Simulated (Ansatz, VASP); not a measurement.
## One calculation of BRu3, two programs

Contents of INCAR:

```
SYSTEM = BRu3
ALGO     = Normal         ! electronic algorithm
EDIFF    = 1E-7           ! SCF threshold, eV
EDIFFG   = -0.04          ! ionic threshold
ENCUT    = 500            ! plane-wave cutoff, eV
GGA      = PE             ! functional
GGA_COMPAT= .False.      
IBRION   = 2              ! ionic algorithm
ISIF     = 3              ! what is computed and relaxed
ISMEAR   = 0              ! smearing method
LASPH    = .True.         ! aspherical terms in the spheres
LCHARG   = .False.        ! write CHGCAR
LREAL    = .False.        ! projectors in reciprocal space
LWAVE    = .False.        ! write WAVECAR
NELM     = 120            ! most SCF steps
NELMIN   = 4            
NSW      = 90             ! ionic steps
PREC     = Accurate       ! precision mode
SIGMA    = 0.1            ! smearing width, eV
```

Contents of KPOINTS:

```
k-points
0
Gamma
  4 4 4
  0 0 0
```

The input POSCAR:

```
BRu3
1.0
    4.4797115600      0.0000000000      0.0000000000
    0.0000000000      4.4797115600      0.0000000000
    0.0000000000      0.0000000000      4.4797115600
B Ru
2 6
Direct
    0.0000000000      0.0000000000      0.0000000000
    0.5000000000      0.5000000000      0.5000000000
    0.2500000000      0.0000000000      0.5000000000
    0.5000000000      0.7500000000      0.0000000000
    0.7500000000      0.0000000000      0.5000000000
    0.5000000000      0.2500000000      0.0000000000
    0.0000000000      0.5000000000      0.7500000000
    0.0000000000      0.5000000000      0.2500000000
```

Input for Ansatz:

```yaml
crystal:
  lattice:
    - [4.47971156, 0.0, 0.0]
    - [0.0, 4.47971156, 0.0]
    - [0.0, 0.0, 4.47971156]
  atoms:
    - { symbol: B, position: [0.0, 0.0, 0.0] }
    - { symbol: B, position: [0.5, 0.5, 0.5] }
    - { symbol: Ru, position: [0.25, 0.0, 0.5] }
    - { symbol: Ru, position: [0.5, 0.75, 0.0] }
    - { symbol: Ru, position: [0.75, 0.0, 0.5] }
    - { symbol: Ru, position: [0.5, 0.25, 0.0] }
    - { symbol: Ru, position: [0.0, 0.5, 0.75] }
    - { symbol: Ru, position: [0.0, 0.5, 0.25] }
basis:
  ecutwfc: 420
kpoints:
  mp_grid: { grid: [4, 4, 4] }
hamiltonian:
  xc: pbe
scf:
  occupations: { method: gaussian, width: 0.1 }
  lower_state_search: "off"
output:
  forces: true
  stress: true
  eigenvalues: true
relax:
  adjacent_minimum: "off"
  f_tol: 0.04
  max_steps: 70
  cell: { stress_tol: 0.4 }
```

Change from the starting cell: species swapped into the Cr3Ga type (Pm-3n, No. 223).

Alike in both runs: task relaxation of cell and atoms; functional PBE; k mesh 4 × 4 × 4; occupations gaussian, width 0.1 eV; no spin polarisation.

|  | VASP | Ansatz |
| --- | --- | --- |
| version | VASP 6.6.1 | Ansatz 0.2.0 |
| potentials or method | VASP PAW PBE potentials, release 64 (B, Ru_pv), cutoff 500 eV | scalar-relativistic, plane waves, PAW |
| valence electrons in the cell | 90 | 102 |

|  | VASP | Ansatz | Ansatz less VASP |
| --- | --- | --- | --- |
| gap on the k mesh at the Fermi level, each at its own relaxed structure (eV) | none | none | - |
| relaxed volume (Å³/atom) | 12.49 | 12.47 | -0.028 |
| relaxed cell length with the largest relative difference (Å) | 4.641 | 4.637 | -0.0035 |

A gap of «none» marks a metal or a gap that the smearing closes. VASP's potentials hold 90 valence electrons a cell and Ansatz's 102, so a difference there can come from the potentials and not from the codes.
